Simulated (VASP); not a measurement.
# Ca (P6_3/mmc) in VASP: further runs, part 2 of 2

VASP 6.6.1. Earlier steps stand in the parts before.

## 3. Single point, PBE (volume scaled by 1.06, then relaxed in part)

File INCAR:

```
SYSTEM = Ca
  PREC = Accurate
  ENCUT = 520
  EDIFF = 1E-6
  ISMEAR = 0
  SIGMA = 0.1
  LREAL = .False.
  LASPH = .True.
  NELM = 60
  ALGO = Fast
  ISIF = 2
  LWAVE = .False.
  LCHARG = .False.
  GGA = PE
  NBANDS = 17
```

File KPOINTS:

```
Automatic mesh
0
Gamma
  12 12 8
  0 0 0
```

File POSCAR:

```
Ca
1.0
    3.9819998075      0.0000000000      0.0000000000
   -1.9909999038      3.4485129911      0.0000000000
    0.0000000000      0.0000000000      6.5421486669
Ca
2
Direct
    0.3333333333      0.6666666667      0.2500000000
    0.6666666667      0.3333333333      0.7500000000
```

Potentials or basis: VASP PAW PBE potentials, release 64 (Ca_sv).

Command:

```sh
> cat potpaw_PBE.64/Ca_sv/POTCAR > POTCAR
> mpirun -np 1 vasp_std > vasp.out
```

OUTCAR:

```text
SYSTEM = Ca
   PREC = Accurate
   ENCUT = 520
   EDIFF = 1E-6
   ISMEAR = 0
   LREAL = .False.
   LASPH = .True.
   NELM = 60
   ISIF = 2
   GGA = PE

 ion  position               nearest neighbor table
   1  0.333  0.667  0.250-
   2  0.667  0.333  0.750-

  LATTYP: Found a hexagonal cell.
 ALAT       =     3.9819998075
 C/A-ratio  =     1.6429304327

  Lattice vectors:

 A1 = (   3.9819998075,   0.0000000000,   0.0000000000)
 A2 = (  -1.9909999038,   3.4485129911,   0.0000000000)
 A3 = (   0.0000000000,   0.0000000000,   6.5421486669)

Analysis of symmetry for initial positions (statically):
=====================================================================
 Subroutine PRICEL returns:
 Original cell was already a primitive cell.

 Routine SETGRP: Setting up the symmetry group for a
 hexagonal supercell.

 Subroutine GETGRP returns: Found 24 space group operations
 (whereof 12 operations were pure point group operations)
 out of a pool of 24 trial point group operations.

The static configuration has the point symmetry D_3d.
 The point group associated with its full space group is D_6h.

Analysis of symmetry for dynamics (positions and initial velocities):
=====================================================================
 Subroutine PRICEL returns:
 Original cell was already a primitive cell.

 Routine SETGRP: Setting up the symmetry group for a
 hexagonal supercell.

 Subroutine GETGRP returns: Found 24 space group operations
 (whereof 12 operations were pure point group operations)
 out of a pool of 24 trial point group operations.

The dynamic configuration has the point symmetry D_3d.
 The point group associated with its full space group is D_6h.

 Subroutine INISYM returns: Found 24 space group operations
 (whereof 12 operations are pure point group operations),
 and found     1 'primitive' translations

----------------------------------------------------------------------------------------

                                     Primitive cell

  volume of cell :      89.8366

  direct lattice vectors                    reciprocal lattice vectors
     3.981999807  0.000000000  0.000000000     0.251130098  0.144990029  0.000000000
    -1.990999904  3.448512991  0.000000000     0.000000000  0.289980059  0.000000000
     0.000000000  0.000000000  6.542148667     0.000000000  0.000000000  0.152854979

  length of vectors
     3.981999807  3.981999807  6.542148667     0.289980059  0.289980059  0.152854979

  position of ions in fractional coordinates (direct lattice)
     0.333333333  0.666666667  0.250000000
     0.666666667  0.333333333  0.750000000

  ion indices of the primitive-cell ions
   primitive index   ion index
                 1           1
                 2           2

----------------------------------------------------------------------------------------

 KPOINTS: Automatic mesh

Automatic generation of k-mesh.
 Grid dimensions read from file:
 generate k-points for:   12   12    8

 Generating k-lattice:

  Cartesian coordinates                     Fractional coordinates (reciprocal lattice)
     0.020927508  0.012082502  0.000000000     0.083333333  0.000000000  0.000000000
     0.000000000  0.024165005  0.000000000     0.000000000  0.083333333  0.000000000
     0.000000000  0.000000000  0.019106872     0.000000000  0.000000000  0.125000000

  Length of vectors
     0.024165005  0.024165005  0.019106872

  Shift w.r.t. Gamma in fractional coordinates (k-lattice)
     0.000000000  0.000000000  0.000000000

 Subroutine IBZKPT returns following result:
 ===========================================

 Found     95 irreducible k-points:

 Following reciprocal coordinates:
            Coordinates               Weight
  0.000000  0.000000  0.000000      1.000000
  0.083333  0.000000  0.000000      6.000000
  0.166667  0.000000  0.000000      6.000000
  0.250000  0.000000  0.000000      6.000000
  0.333333 -0.000000  0.000000      6.000000
  0.416667  0.000000  0.000000      6.000000
[... 16 lines left out ...]
  0.250000  0.000000  0.125000     12.000000
  0.333333 -0.000000  0.125000     12.000000
 [... further k-points ...]
   k-points           NKPTS =     95   k-points in BZ     NKDIM =     95   number of bands    NBANDS=     17
   number of dos      NEDOS =    301   number of ions     NIONS =      2
   total plane-waves  NPLWV =  45000
   dimension x,y,z NGX =    30 NGY =   30 NGZ =   50
   dimension x,y,z NGXF=    60 NGYF=   60 NGZF=  100
   ions per type =               2
   NGX,Y,Z   is equivalent  to a cutoff of  12.52, 12.52, 12.71 a.u.
   NGXF,Y,Z  is equivalent  to a cutoff of  25.05, 25.05, 25.41 a.u.
 SYSTEM =  Ca
   PREC   = accura    normal or accurate (medium, high low for compatibility)
   ISTART =      0    job   : 0-new  1-cont  2-samecut
   ICHARG =      2    charge: 1-file 2-atom 10-const
   ISPIN  =      1    spin polarized calculation?
   LNONCOLLINEAR =      F non collinear calculations
   LSORBIT =      F    spin-orbit coupling
   LASPH  =      T    aspherical Exc in radial PAW
   ENCUT  =  520.0 eV  38.22 Ry    6.18 a.u.   7.40  7.40 12.16*2*pi/ulx,y,z
   NELM   =     60;   NELMIN=  2; NELMDL= -5     # of ELM steps
   EDIFF  = 0.1E-05   stopping-criterion for ELM
   LREAL  =      F    real-space projection
   EDIFFG = 0.1E-04   stopping-criterion for IOM
   NSW    =      0    number of steps for IOM
   IBRION =     -1    ionic relax: 0-MD 1-quasi-New 2-CG
   NFREE  =      0    steps in history (QN), initial steepest desc. (CG)
   ISIF   =      2    stress and relaxation
   ISYM   =      2    0-nonsym 1-usesym 2-fastsym
   POTIM  = 0.5000    time-step for ionic-motion
   TEBEG  =    0.0;   TEEND  =   0.0 temperature during run
   PSTRESS=    0.0 pullay stress
   NELECT =      20.0000    total number of electrons
   NUPDOWN=      -1.0000    fix difference up-down
   EMIN   =  10.00;   EMAX   =-10.00  energy-range for DOS
   EFERMI =   0.00;   METHOD = LEGACY
   ISMEAR =     0;   SIGMA  =   0.10  broadening in eV -4-tet -1-fermi 0-gaus
   EFERMI_NEDOS =   21; number of points for ismear=-14 and -15
   IALGO  =     68    algorithm
   IMIX   =      4    mixing-type and parameters
     AMIX     =   0.40;   BMIX     =  1.00
     AMIX_MAG =   1.60;   BMIX_MAG =  1.00
  volume/ion in A,a.u.               =      44.92       303.12
  Fermi-wavevector in a.u.,A,eV,Ry     =   0.992203  1.874991 13.394471  0.984466
  Thomas-Fermi vector in A             =   2.123998
   LORBIT       =      0    0 simple, 1 ext, 2 COOP (PROOUT), +10 PAW based schemes
   GGA     = PE    functional components
   LHFCALC =     F    Hartree Fock is set to
   AEXX    =    0.0000 exact exchange contribution
   IVDW    =     0    specifies the selected vdW correction
   LEPSILON=     F    determine dielectric tensor
   LRPA    =     F    only Hartree local field effects (RPA)
 non-spin polarized calculation
 RMM-DIIS sequential band-by-band and
 Gauss-broadening in eV      SIGMA  =   0.10
  energy-cutoff  :      520.00
  volume of cell :       89.84
 maximum number of plane-waves:      2472
 NGX is ok and might be reduce to    30
   NGX = 15   NGY = 15   NGZ = 25

 number of electron      20.0000002 magnetization

 Free energy of the ion-electron system (eV)
  ---------------------------------------------------
  ext. energy  EPLUGINS =         0.00000000
  ---------------------------------------------------
  free energy    TOTEN  =        -3.84383294 eV

  energy without entropy =       -3.83266942  energy(sigma->0) =       -3.83825118

 E-fermi :   1.7784     XC(G=0):  -7.5443

 val. band max:        1.7689982874   @ k =   0.3333   0.3333   0.3750
 cond. band min:       1.7846306252   @ k =   0.2500   0.0833   0.0000
 fundamental gap:      0.0156323378
 Fermi energy:         1.7784156872

 k-point     1 :       0.0000    0.0000    0.0000
  band No.  band energies     occupation
      1     -40.4313      2.00000
      2     -40.4215      2.00000
      3     -21.4589      2.00000
      4     -21.3719      2.00000
      5     -21.3719      2.00000
      6     -21.3571      2.00000
[... 9 lines left out ...]
     16       4.2494      0.00000
     17       4.6271      0.00000

 k-point     2 :       0.0833    0.0000    0.0000
  band No.  band energies     occupation
      1     -40.4307      2.00000
      2     -40.4212      2.00000
      3     -21.4565      2.00000
      4     -21.3776      2.00000
      5     -21.3737      2.00000
      6     -21.3629      2.00000
[... 9 lines left out ...]
     16       4.3210      0.00000
     17       4.5410      0.00000
[... 421 lines left out ...]
 k-point    24 :       0.3333   -0.0000    0.1250
  band No.  band energies     occupation
      1     -40.4238      2.00000
      2     -40.4187      2.00000
      3     -21.4408      2.00000
      4     -21.4245      2.00000
      5     -21.4181      2.00000
      6     -21.3903      2.00000
[... 9 lines left out ...]
     16       4.8770      0.00000
     17       5.0201      0.00000

 [... further k-points ...]
[... 5 lines left out ...]
  --------------------------------------------------------------------------------------
  -------------------------------------------------------------------------------------
  Total       -0.5044192     -0.5044192     -0.5402845      0.0000000     -0.0000000     -0.0000000
  in kB       -8.9959847     -8.9959847     -9.6356178      0.0000000     -0.0000000     -0.0000000
  external PRESSURE =      -9.2091957 kB  Pullay stress =       0.0000000 kB

 VOLUME and BASIS-vectors are now :
 -----------------------------------------------------------------------------
  energy-cutoff  :      520.00
  volume of cell :       89.84
      direct lattice vectors                 reciprocal lattice vectors
     3.981999807  0.000000000  0.000000000     0.251130098  0.144990029  0.000000000
    -1.990999904  3.448512991  0.000000000     0.000000000  0.289980059  0.000000000
     0.000000000  0.000000000  6.542148667     0.000000000  0.000000000  0.152854979

 POSITION                                       TOTAL-FORCE (eV/Angst)
 -----------------------------------------------------------------------------------
     -0.00000      2.29901      1.63554         0.000000      0.000000      0.000000
      1.99100      1.14950      4.90661         0.000000     -0.000000      0.000000
 -----------------------------------------------------------------------------------
    total drift:                               -0.000000      0.000000     -0.000000

  FREE ENERGIE OF THE ION-ELECTRON SYSTEM (eV)
  ---------------------------------------------------
  free  energy   TOTEN  =        -3.8438329450 eV

  energy  without entropy=       -3.8326694241  energy(sigma->0) =       -3.83825118
```

Run time: 92 s. Hardware: 1 thread of Intel Xeon 6975P-C (Granite Rapids), shared host; peak memory 0.28 GiB.

What came out:

* Free energy: -3.8438 eV
* Pressure: -0.9 GPa
* Band gap on the k mesh: zero (band 10 reaches 2.04 eV, above the bottom of band 11 at 1.50 eV)

## 4. Single point, PBE (volume scaled by 1.10, then relaxed in part)

File INCAR:

```
SYSTEM = Ca
  PREC = Accurate
  ENCUT = 520
  EDIFF = 1E-6
  ISMEAR = 0
  SIGMA = 0.1
  LREAL = .FALSE.
  LASPH = .TRUE.
  NELM = 100
  ALGO = Fast
  ISIF = 2
  LWAVE = .FALSE.
  LCHARG = .TRUE.
  GGA = PE
  LELF = .TRUE.
  LVHAR = .TRUE.
  NBANDS = 17
```

File KPOINTS:

```
regular mesh
0
G
  12 12 8
  0 0 0
```

File POSCAR:

```
Ca
1.0
    4.0314707020      0.0000000000      0.0000000000
   -2.0157353510      3.4913560425      0.0000000000
    0.0000000000      0.0000000000      6.6234259051
Ca
2
Direct
    0.3333333333      0.6666666667      0.2500000000
    0.6666666667      0.3333333333      0.7500000000
```

Command:

```sh
> cat potpaw_PBE.64/Ca_sv/POTCAR > POTCAR
> mpirun -np 1 vasp_std > vasp.out
```

Run time: 78 s. Hardware: 1 thread of Intel Xeon 6975P-C (Granite Rapids), shared host; peak memory 0.28 GiB.

It converged, with:

```yaml
Free_energy: -3.8197 eV
Pressure: -1.4 GPa
Band_gap_on_the_k_mesh: zero (band 10 reaches 1.90 eV, above the bottom of band 11 at 1.34 eV)
```

Stress tensor (GPa, compression positive):
```
-1.38  0.00  0.00
 0.00 -1.38  0.00
 0.00  0.00 -1.47
```

Levels at points of the mesh, in eV from the Fermi level:
```
           k point  band 8  band 9  band 10  band 11  band 12  band 13
(0.00, 0.00, 0.00)  -23.22   -3.90    -1.03    -0.30     2.11     2.14
(0.50, 0.00, 0.00)  -23.24   -1.12    -0.72     0.26     0.39     1.26
(0.00, 0.00, 0.50)  -23.23   -2.97    -2.97     1.30     1.30     2.13
(0.50, 0.00, 0.50)  -23.24   -0.66    -0.66     0.01     0.01     1.38
```

## 5. Summary

```csv
cell,gap on the mesh (eV),pressure (GPa)
"a = 3.944, b = 3.944, c = 6.480 Å, angles 90.0, 90.0, 120.0°, 2 atoms",none,-0.5
"a = 3.982, b = 3.982, c = 6.542 Å, angles 90.0, 90.0, 120.0°, 2 atoms",none,-0.9
"a = 4.031, b = 4.031, c = 6.623 Å, angles 90.0, 90.0, 120.0°, 2 atoms",none,-1.4
```

Alike in all rows: task single point; level PBE; potentials or basis VASP PAW PBE potentials, release 64 (Ca_sv); no spin polarisation; k mesh 12 × 12 × 8; cutoff (eV) 520; smearing gaussian 0.1 eV.

Total energies depend on the potentials used, so only differences within one code and one set of settings carry meaning.
